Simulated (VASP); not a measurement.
# MgS (Niningerite) (Fm-3m) in VASP: a series of runs

MgS (Niningerite) is run at these levels: PBEsol; tasks: relaxation of cell and atoms.

Everything below comes from runs of VASP 6.6.1. Logs are shortened: lines on timing, memory, paths and dates and some standing lists are left out, and cuts for length are marked.

**1. The cell of the first run**

The structure is cubic, space group Fm-3m (No. 225). The conventional cell has a = 5.203 Å, b = 5.203 Å, c = 5.203 Å, α = 90.00°, β = 90.00°, γ = 90.00°. Mg (site symmetry m-3m) has 6 S at 2.60 Å within 3.4 Å. Within 3.4 Å of S (site symmetry m-3m) lie 6 Mg at 2.60 Å.

**2. Relaxation of cell and atoms, PBEsol**

INCAR reads:

```
SYSTEM = MgS
PREC = Accurate
ENCUT = 600
EDIFF = 1E-7
ISMEAR = 0
SIGMA = 0.01
LREAL = .FALSE.
LASPH = .TRUE.
NELM = 100
ALGO = Normal
ISIF = 3
LWAVE = .FALSE.
LCHARG = .FALSE.
GGA = PS
IBRION = 2
NSW = 80
EDIFFG = -0.01
```

KPOINTS reads:

```
regular mesh
0
G
  5 5 5
  0 0 0
```

POSCAR reads:

```
MgS
1.0
    0.0000000000      2.6016500000      2.6016500000
    2.6016500000      0.0000000000      2.6016500000
    2.6016500000      2.6016500000      0.0000000000
Mg S
1 1
Direct
    0.0000000000      0.0000000000      0.0000000000
    0.5000000000      0.5000000000      0.5000000000
```

Potentials or basis: VASP PAW PBE potentials, release 64 (Mg, S).

Command:

```console
$ cat potpaw_PBE.64/Mg/POTCAR potpaw_PBE.64/S/POTCAR > POTCAR
$ mpirun -np 1 vasp_std > vasp.out
```

OUTCAR:

```text
SYSTEM = MgS
   PREC = Accurate
   ENCUT = 600
   EDIFF = 1E-7
   ISMEAR = 0
   LREAL = .FALSE.
   LASPH = .TRUE.
   NELM = 100
   ISIF = 3
   GGA = PS
   IBRION = 2
   NSW = 80
   EDIFFG = -0.01

 ion  position               nearest neighbor table
   1  0.000  0.000  0.000-   2 2.60   2 2.60   2 2.60   2 2.60   2 2.60   2 2.60
   2  0.500  0.500  0.500-   1 2.60   1 2.60   1 2.60   1 2.60   1 2.60   1 2.60

  LATTYP: Found a face centered cubic cell.
 ALAT       =     5.2033000000

  Lattice vectors:

 A1 = (   0.0000000000,   2.6016500000,   2.6016500000)
 A2 = (   2.6016500000,   0.0000000000,   2.6016500000)
 A3 = (   2.6016500000,   2.6016500000,   0.0000000000)

Analysis of symmetry for initial positions (statically):
=====================================================================
 Subroutine PRICEL returns:
 Original cell was already a primitive cell.

 Routine SETGRP: Setting up the symmetry group for a
 face centered cubic supercell.

 Subroutine GETGRP returns: Found 48 space group operations
 (whereof 48 operations were pure point group operations)
 out of a pool of 48 trial point group operations.

The static configuration has the point symmetry O_h .

Analysis of symmetry for dynamics (positions and initial velocities):
=====================================================================
 Subroutine PRICEL returns:
 Original cell was already a primitive cell.

 Routine SETGRP: Setting up the symmetry group for a
 face centered cubic supercell.

 Subroutine GETGRP returns: Found 48 space group operations
 (whereof 48 operations were pure point group operations)
 out of a pool of 48 trial point group operations.

The dynamic configuration has the point symmetry O_h .

 Subroutine INISYM returns: Found 48 space group operations
 (whereof 48 operations are pure point group operations),
 and found     1 'primitive' translations

----------------------------------------------------------------------------------------

                                     Primitive cell

  volume of cell :      35.2190

  direct lattice vectors                    reciprocal lattice vectors
     0.000000000  2.601650000  2.601650000    -0.192185728  0.192185728  0.192185728
     2.601650000  0.000000000  2.601650000     0.192185728 -0.192185728  0.192185728
     2.601650000  2.601650000  0.000000000     0.192185728  0.192185728 -0.192185728

  length of vectors
     3.679288715  3.679288715  3.679288715     0.332875446  0.332875446  0.332875446

  position of ions in fractional coordinates (direct lattice)
     0.000000000  0.000000000  0.000000000
     0.500000000  0.500000000  0.500000000

  ion indices of the primitive-cell ions
   primitive index   ion index
                 1           1
                 2           2

----------------------------------------------------------------------------------------

 KPOINTS: regular mesh

Automatic generation of k-mesh.
 Grid dimensions read from file:
 generate k-points for:    5    5    5

 Generating k-lattice:

  Cartesian coordinates                     Fractional coordinates (reciprocal lattice)
    -0.038437146  0.038437146  0.038437146     0.200000000  0.000000000  0.000000000
     0.038437146 -0.038437146  0.038437146     0.000000000  0.200000000  0.000000000
     0.038437146  0.038437146 -0.038437146     0.000000000  0.000000000  0.200000000

  Length of vectors
     0.066575089  0.066575089  0.066575089

  Shift w.r.t. Gamma in fractional coordinates (k-lattice)
     0.000000000  0.000000000  0.000000000

 Subroutine IBZKPT returns following result:
 ===========================================

 Found     10 irreducible k-points:

 Following reciprocal coordinates:
            Coordinates               Weight
  0.000000  0.000000  0.000000      1.000000
  0.200000  0.000000  0.000000      8.000000
  0.400000  0.000000  0.000000      8.000000
  0.200000  0.200000  0.000000      6.000000
  0.400000  0.200000  0.000000     24.000000
 -0.400000  0.200000  0.000000     24.000000
 -0.200000  0.200000  0.000000     12.000000
  0.400000  0.400000  0.000000      6.000000
 -0.400000  0.400000  0.000000     12.000000
 -0.400000  0.400000  0.200000     24.000000
   k-points           NKPTS =     10   k-points in BZ     NKDIM =     10   number of bands    NBANDS=      8
   number of dos      NEDOS =    301   number of ions     NIONS =      2
   total plane-waves  NPLWV =  27000
   dimension x,y,z NGX =    30 NGY =   30 NGZ =   30
   dimension x,y,z NGXF=    60 NGYF=   60 NGZF=   60
   ions per type =               1   1
   NGX,Y,Z   is equivalent  to a cutoff of  13.56, 13.56, 13.56 a.u.
   NGXF,Y,Z  is equivalent  to a cutoff of  27.11, 27.11, 27.11 a.u.
 SYSTEM =  MgS
   PREC   = accura    normal or accurate (medium, high low for compatibility)
   ISTART =      0    job   : 0-new  1-cont  2-samecut
   ICHARG =      2    charge: 1-file 2-atom 10-const
   ISPIN  =      1    spin polarized calculation?
   LNONCOLLINEAR =      F non collinear calculations
   LSORBIT =      F    spin-orbit coupling
   LASPH  =      T    aspherical Exc in radial PAW
   ENCUT  =  600.0 eV  44.10 Ry    6.64 a.u.   7.35  7.35  7.35*2*pi/ulx,y,z
   NELM   =    100;   NELMIN=  2; NELMDL= -5     # of ELM steps
   EDIFF  = 0.1E-06   stopping-criterion for ELM
   LREAL  =      F    real-space projection
   EDIFFG = -.1E-01   stopping-criterion for IOM
   NSW    =     80    number of steps for IOM
   IBRION =      2    ionic relax: 0-MD 1-quasi-New 2-CG
   NFREE  =      1    steps in history (QN), initial steepest desc. (CG)
   ISIF   =      3    stress and relaxation
   ISYM   =      2    0-nonsym 1-usesym 2-fastsym
   POTIM  = 0.5000    time-step for ionic-motion
   TEBEG  =    0.0;   TEEND  =   0.0 temperature during run
   PSTRESS=    0.0 pullay stress
   NELECT =       8.0000    total number of electrons
   NUPDOWN=      -1.0000    fix difference up-down
   EMIN   =  10.00;   EMAX   =-10.00  energy-range for DOS
   EFERMI =   0.00;   METHOD = LEGACY
   ISMEAR =     0;   SIGMA  =   0.01  broadening in eV -4-tet -1-fermi 0-gaus
   EFERMI_NEDOS =   21; number of points for ismear=-14 and -15
   IALGO  =     38    algorithm
   IMIX   =      4    mixing-type and parameters
     AMIX     =   0.40;   BMIX     =  1.00
     AMIX_MAG =   1.60;   BMIX_MAG =  1.00
  volume/ion in A,a.u.               =      17.61       118.83
  Fermi-wavevector in a.u.,A,eV,Ry     =   0.998878  1.887606 13.575323  0.997758
  Thomas-Fermi vector in A             =   2.131131
   LORBIT       =      0    0 simple, 1 ext, 2 COOP (PROOUT), +10 PAW based schemes
   GGA     = PS    functional components
   LHFCALC =     F    Hartree Fock is set to
   AEXX    =    0.0000 exact exchange contribution
   IVDW    =     0    specifies the selected vdW correction
   LEPSILON=     F    determine dielectric tensor
   LRPA    =     F    only Hartree local field effects (RPA)
 conjugate gradient relaxation of ions
 non-spin polarized calculation
 Gauss-broadening in eV      SIGMA  =   0.01
  energy-cutoff  :      600.00
  volume of cell :       35.22
 maximum number of plane-waves:      1211
 NGX is ok and might be reduce to    30
   NGX = 15   NGY = 15   NGZ = 15

--------------------------------------- Ionic step        1  -------------------------------------------

 number of electron       7.9999999 magnetization

 Free energy of the ion-electron system (eV)
  ---------------------------------------------------
  ext. energy  EPLUGINS =         0.00000000
  ---------------------------------------------------
  free energy    TOTEN  =        -9.06177654 eV

  energy without entropy =       -9.06177654  energy(sigma->0) =       -9.06177654

------------------------ aborting loop because EDIFF is reached ----------------------------------------

  FORCE on cell =-STRESS in cart. coord.  units (eV):
  Direction    XX          YY          ZZ          XY          YZ          ZX
  --------------------------------------------------------------------------------------
  -------------------------------------------------------------------------------------
  Total       -0.2220190     -0.2220190     -0.2220190      0.0000000      0.0000000      0.0000000
  in kB      -10.1000648    -10.1000648    -10.1000648      0.0000000      0.0000000      0.0000000
  external PRESSURE =     -10.1000648 kB  Pullay stress =       0.0000000 kB

 VOLUME and BASIS-vectors are now :
 -----------------------------------------------------------------------------
  energy-cutoff  :      600.00
  volume of cell :       35.22
      direct lattice vectors                 reciprocal lattice vectors
     0.000000000  2.601650000  2.601650000    -0.192185728  0.192185728  0.192185728
     2.601650000  0.000000000  2.601650000     0.192185728 -0.192185728  0.192185728
     2.601650000  2.601650000  0.000000000     0.192185728  0.192185728 -0.192185728
[... 37 lines left out ...]
 POSITION                                       TOTAL-FORCE (eV/Angst)
 -----------------------------------------------------------------------------------
      0.00000      2.58772      2.58772         0.000000     -0.000000     -0.000000
      2.58772      2.58772      2.58772        -0.000000      0.000000      0.000000
 -----------------------------------------------------------------------------------
    total drift:                               -0.000000     -0.000000      0.000000

  FREE ENERGIE OF THE ION-ELECTRON SYSTEM (eV)
  ---------------------------------------------------
  free  energy   TOTEN  =        -9.0631706103 eV

  energy  without entropy=       -9.0631706103  energy(sigma->0) =       -9.06317061

--------------------------------------- Ionic step        3  -------------------------------------------

 number of electron       8.0000000 magnetization

 Free energy of the ion-electron system (eV)
  ---------------------------------------------------
  ext. energy  EPLUGINS =         0.00000000
  ---------------------------------------------------
  free energy    TOTEN  =        -9.06324592 eV

  energy without entropy =       -9.06324592  energy(sigma->0) =       -9.06324592

 E-fermi :   3.9201     XC(G=0):  -9.8890

 val. band max:        3.8023889421   @ k =   0.0000   0.0000   0.0000
 cond. band min:       6.9428426513   @ k =   0.4000   0.4000   0.0000
 fundamental gap:      3.1404537093
 Fermi energy:         3.9201485086

 k-point     1 :       0.0000    0.0000    0.0000
  band No.  band energies     occupation
      1      -8.9575      2.00000
      2       3.8024      2.00000
      3       3.8024      2.00000
      4       3.8024      2.00000
      5       7.4949      0.00000
      6      11.6415      0.00000
      7      11.6415      0.00000
      8      11.6415      0.00000

 k-point     2 :       0.2000    0.0000    0.0000
  band No.  band energies     occupation
      1      -8.5722      2.00000
      2       1.6370      2.00000
      3       3.5628      2.00000
      4       3.5628      2.00000
      5       8.6870      0.00000
      6      11.5605      0.00000
      7      11.8251      0.00000
      8      11.8251      0.00000
[... 108 lines left out ...]
 POSITION                                       TOTAL-FORCE (eV/Angst)
 -----------------------------------------------------------------------------------
      0.00000      0.00000      0.00000        -0.000000      0.000000     -0.000000
      2.59027      2.59027      2.59027         0.000000     -0.000000      0.000000
 -----------------------------------------------------------------------------------
    total drift:                               -0.000000     -0.000000      0.000000

  FREE ENERGIE OF THE ION-ELECTRON SYSTEM (eV)
  ---------------------------------------------------
  free  energy   TOTEN  =        -9.0632459199 eV

  energy  without entropy=       -9.0632459199  energy(sigma->0) =       -9.06324592

 reached required accuracy - stopping structural energy minimisation
```

It took 9.9 s on 1 thread of Intel Xeon 6975P-C, shared host; peak memory 0.17 GiB.

What came out:

| Item | Value |
| --- | --- |
| Free energy | -9.0632 eV |
| Relaxed volume | 17.38 Å³/atom |
| Relaxed cell | a = 3.663 Å, b = 3.663 Å, c = 3.663 Å, α = 60.00°, β = 60.00°, γ = 60.00° |
| Space group after relaxing (to 0.05 Å) | Fm-3m (No. 225) |
| Energy gained by relaxing | 0.7 meV/atom |
| Ionic steps | 3 |
| Pressure after relaxing | 0.0 GPa |
| Band gap on the k mesh | 3.14 eV, indirect (least direct gap 3.69 eV) |

Step by step:
| step | energy change (eV) | largest force (eV/Å) | pressure (GPa) | volume (Å³) |
| --- | --- | --- | --- | --- |
| 1 | 0.0000 | 0.0000 | -1.01 | 35.22 |
| 2 | -0.0014 | 0.0000 | 0.24 | 34.66 |
| 3 | -0.0015 | 0.0000 | 0.00 | 34.76 |

Final structure:
```cif
data_structure
_symmetry_space_group_name_H-M 'P 1'
_symmetry_Int_Tables_number 1
_cell_length_a 3.6632
_cell_length_b 3.6632
_cell_length_c 3.6632
_cell_angle_alpha 60.000
_cell_angle_beta 60.000
_cell_angle_gamma 60.000
_cell_volume 34.76
loop_
_atom_site_label
_atom_site_type_symbol
_atom_site_fract_x
_atom_site_fract_y
_atom_site_fract_z
_atom_site_occupancy
Mg1 Mg 0.00000 0.00000 0.00000 1
S1 S 0.50000 0.50000 0.50000 1
```

Levels at points of the mesh, in eV from the valence-band top:
```csv
k point,band 1,band 2,band 3,band 4,band 5,band 6,band 7,band 8
"(0.00, 0.00, 0.00)",-12.76,0.00,0.00,0.00,3.69,7.84,7.84,7.84
```

Caveat: the PAW data sets were made with another functional, which shifts forces and pressure a little.

(Continued in part 2 of 2.)
